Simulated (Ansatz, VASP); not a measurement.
**One calculation of TiO2, two programs**

INCAR

```
SYSTEM = TiO2
  PREC = Accurate
  ENCUT = 520
  EDIFF = 1E-7
  ISMEAR = 0
  SIGMA = 0.05
  LREAL = .FALSE.
  LASPH = .TRUE.
  NELM = 100
  ALGO = Normal
  ISIF = 2
  LWAVE = .FALSE.
  LCHARG = .FALSE.
  GGA = PS
  NBANDS = 33
```

Contents of KPOINTS:

```
regular mesh
0
G
  10 10 14
  0 0 0
```

File POSCAR:

```
TiO2
1.0
    4.5922000000      0.0000000000      0.0000000000
    0.0000000000      4.5922000000      0.0000000000
    0.0000000000      0.0000000000      2.9574000000
Ti O
2 4
Direct
    0.0000000000      0.0000000000      0.0000000000
    0.5000000000      0.5000000000      0.5000000000
    0.3049600000      0.3049600000      0.0000000000
    0.1950400000      0.8049600000      0.5000000000
    0.6950400000      0.6950400000      0.0000000000
    0.8049600000      0.1950400000      0.5000000000
```

Input for Ansatz:

```yaml
crystal:
  lattice:
    - [4.5922, 0.0, 0.0]
    - [0.0, 4.5922, 0.0]
    - [0.0, 0.0, 2.9574]
  atoms:
    - { symbol: Ti, position: [0.0, 0.0, 0.0] }
    - { symbol: Ti, position: [0.5, 0.5, 0.5] }
    - { symbol: O, position: [0.30496, 0.30496, 0.0] }
    - { symbol: O, position: [0.19504, 0.80496, 0.5] }
    - { symbol: O, position: [0.69504, 0.69504, 0.0] }
    - { symbol: O, position: [0.80496, 0.19504, 0.5] }
basis:
  ecutwfc: 420
kpoints:
  mp_grid: { grid: [10, 10, 14] }
hamiltonian:
  xc: pbesol
scf:
  occupations: { method: gaussian, width: 0.05 }
output:
  forces: true
  eigenvalues: true
  eigenstates:
    nscf_kmesh: { grid: [20, 20, 30] }
    top_band: c6
    de_dk: true
    localisation: true
  stress: true
checkpoint:
  write: ck
  compress: false
  write_wavefunctions: false
  write_every: 100000
```

Alike in both runs: task single point; functional PBEsol; k mesh 10 × 10 × 14; occupations gaussian, width 0.05 eV; no spin polarisation.

|  | VASP | Ansatz |
| --- | --- | --- |
| version | VASP 6.6.1 | Ansatz 0.2.0 |
| potentials or method | VASP PAW PBE potentials, release 64 (Ti_sv, O), cutoff 520 eV | scalar-relativistic, plane waves, PAW |
| valence electrons in the cell | 48 | 48 |

Ansatz gave:

- gap on the k mesh at the Fermi level (eV): 1.86
- pressure (GPa): -1.7
- traceless stress, the component that is largest in VASP (GPa): -1.35
- rms of the force components (eV/Å): 0.015

Which values does VASP return?

gap on the k mesh at the Fermi level (eV): 1.84; pressure (GPa): -1.0; traceless stress, the component that is largest in VASP (GPa): -1.15; rms of the force components (eV/Å): 0.026.

VASP's potentials were made for PBE, not for PBEsol. Atom by atom the forces differ by 0.011 eV/Å (rms over components).
